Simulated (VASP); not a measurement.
Wanted: the native input for a VASP 6.6.1 run.

```yaml
Task: single point
Functional: r2SCAN
Potentials_or_basis: VASP PAW PBE potentials, release 64 (W_sv, C)
Cutoff: 520 eV
k_mesh: 11 × 11 × 10
Occupations: fermi-dirac, width 0.15 eV
Spin: no spin polarisation
Dipole_correction: no
Further_INCAR_settings: ALGO = Normal; EDIFF = 1e-06; NBANDS = 16
```

The system is WC (Qusongite).

```
W C
1.0
     2.90650    0.00000    0.00000
    -1.45325    2.51710    0.00000
     0.00000    0.00000    2.83660
W C
1 1
Direct
  0.00000 0.00000 0.00000
  0.66667 0.33333 0.50000
```

These files were run (other wordings do the same):

POSCAR

```
WC
1.0
    2.9065000000      0.0000000000      0.0000000000
   -1.4532500000      2.5171030000      0.0000000000
    0.0000000000      0.0000000000      2.8366000000
W C
1 1
Direct
    0.0000000000      0.0000000000      0.0000000000
    0.6666666667      0.3333333333      0.5000000000
```

INCAR.step1

```
PREC = Accurate
ENCUT = 520
ISMEAR = -1
SIGMA = 0.15
LREAL = F
LASPH = T
NELM = 80
NBANDS = 16
GGA = PE
ALGO = Normal
EDIFF = 1E-4
LWAVE = T
LCHARG = F
```

INCAR.step2

```
PREC = Accurate
ENCUT = 520
EDIFF = 1E-6
ISMEAR = -1
SIGMA = 0.15
LREAL = F
LASPH = T
NELM = 80
ALGO = Normal
ISIF = 2
LWAVE = F
LCHARG = F
METAGGA = R2SCAN
LMIXTAU = T
NBANDS = 16
ISTART = 1
```

KPOINTS

```
regular mesh
0
Gamma
  11 11 10
```

Potentials or basis: VASP PAW PBE potentials, release 64 (W_sv, C).

Launch:

```sh
$ cat potpaw_PBE.64/W_sv/POTCAR potpaw_PBE.64/C/POTCAR > POTCAR
$ cp INCAR.step1 INCAR
$ mpirun -np 1 vasp_std > vasp.out
$ cp INCAR.step2 INCAR
$ mpirun -np 1 vasp_std > vasp.out
```

It gave:

The pressure is 3.4 GPa and the band gap on the k mesh is zero (band 9 reaches 11.63 eV, above the bottom of band 10 at 10.39 eV).

Caveat: the PAW data sets were made with another functional, which shifts forces and pressure a little; spin-orbit coupling is left out, which moves the levels of the heavy elements.

Run time: 93 s on 1 thread of Intel(R) Xeon(R) Platinum 8259CL CPU @ 2.50GHz (Skylake/Cascade Lake) (shared host), peak memory 0.17 GiB.
